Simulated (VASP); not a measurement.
Wanted: the native input for a VASP 6.6.1 run.

```
Task                   : single point
Functional             : PBE
Potentials or basis    : VASP PAW PBE potentials, release 64 (Li_sv, Ag, Cl)
Cutoff                 : 520 eV
k mesh                 : 3 × 6 × 3
Occupations            : gaussian, width 0.1 eV
Spin                   : no spin polarisation
Dipole correction      : no
Further INCAR settings : ALGO = Normal; EDIFF = 1e-06; NBANDS = 38
```

The structure of LiAg3Cl3 lies in POSCAR:

```
LiAg3Cl3
1.0
    5.7983388400      0.0000000000      0.0000000000
    0.0000000000      3.3687770600      0.0000000000
   -2.8991694200      0.0000000000      5.0215087400
Li Ag Cl
1 3 3
Direct
    0.6667000000      0.5000000000      0.3333000000
    0.1912880200      0.5000000000      0.8087119800
    0.6174239700      0.5000000000      0.8087119800
    0.8087119800      0.0000000000      0.1912880200
    0.1912880200      0.5000000000      0.3825760300
    0.8087119800      0.0000000000      0.6174239700
    0.3825760300      0.0000000000      0.1912880200
```

The cell was built from a structure type or drawn by symmetry, and may not be a known phase.

These files were run (other wordings do the same):

INCAR

```
  PREC = Accurate
  ENCUT = 520
  EDIFF = 1E-6
  ISMEAR = 0
  SIGMA = 0.1
  LREAL = F
  LASPH = T
  NELM = 80
  ALGO = Normal
  ISIF = 2
  LWAVE = F
  LCHARG = F
  GGA = PE
  NBANDS = 38
```

KPOINTS

```
regular mesh
0
Gamma
  3 6 3
```

Potentials or basis: VASP PAW PBE potentials, release 64 (Li_sv, Ag, Cl).

The run is started by

```console
$ cat potpaw_PBE.64/Li_sv/POTCAR potpaw_PBE.64/Ag/POTCAR potpaw_PBE.64/Cl/POTCAR > POTCAR
$ mpirun -np 1 vasp_std > vasp.out
```

It gave:

```yaml
Largest_force: 3.782 eV/Å
Band_gap_on_the_k_mesh: zero (an odd number of electrons rules out a gap without spin polarisation)
```

Caveat: the k points lie up to 0.42 Å⁻¹ apart, too coarse for converged energies and pressures of a metal; an odd number of electrons without spin polarisation forces a metal; a magnetic or distorted state may lie lower.

Run time: 31 s on 1 thread of Intel(R) Xeon(R) 6975P-C (Granite Rapids) (shared host), peak memory 0.26 GiB.
